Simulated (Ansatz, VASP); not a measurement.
KBr in VASP and in Ansatz

Contents of INCAR:

```
SYSTEM = KBr
ALGO = Normal
EDIFF = 1E-7
EDIFFG = -0.005
ENCUT = 600
GGA = RE
IBRION = 2
ISIF = 3
ISMEAR = -1
LASPH = .True.
LCHARG = .False.
LREAL = .False.
LWAVE = .False.
NELM = 100
NSW = 80
PREC = Accurate
SIGMA = 0.05
```

The input KPOINTS:

```
k-points
0
Gamma
  7 7 7
  0 0 0
```

POSCAR

```
KBr
1.0
    0.0000000000      3.3000000000      3.3000000000
    3.3000000000      0.0000000000      3.3000000000
    3.3000000000      3.3000000000      0.0000000000
Br K
1 1
Direct
    0.5000000000      0.5000000000      0.5000000000
    0.0000000000      0.0000000000      0.0000000000
```

input.yaml

```yaml
crystal:
  lattice:
    - [0.0, 3.3, 3.3]
    - [3.3, 0.0, 3.3]
    - [3.3, 3.3, 0.0]
  atoms:
    - { symbol: Br, position: [0.5, 0.5, 0.5] }
    - { symbol: K, position: [0.0, 0.0, 0.0] }
kpoints:
  mp_grid: { grid: [7, 7, 7] }
scf:
  occupations: { method: fermi_dirac, width: 0.05 }
hamiltonian:
  xc: revpbe
  pseudopotentials: { kind: all_electron, lapw: { basis_error: 0.001 } }
output:
  forces: true
  stress: true
relax:
  f_tol: 0.005
  max_steps: 60
  cell: {}
```

Alike in both runs: task relaxation of cell and atoms; functional revPBE; k mesh 7 × 7 × 7; occupations fermi-dirac, width 0.05 eV; no spin polarisation.

|  | VASP | Ansatz |
| --- | --- | --- |
| version | VASP 6.6.1 | Ansatz 0.2.0 |
| potentials or method | VASP PAW PBE potentials, release 64 (Br, K_sv), cutoff 600 eV | all-electron LAPW, scalar-relativistic |

```csv
,VASP,Ansatz,Ansatz less VASP
relaxed volume (Å³/atom),41.00,40.92,-0.081
relaxed cell length with the largest relative difference (Å),4.877,4.873,-0.0032
```

VASP's potentials were made for PBE, not for revPBE. Ansatz ran all-electron here, and VASP with PAW potentials.
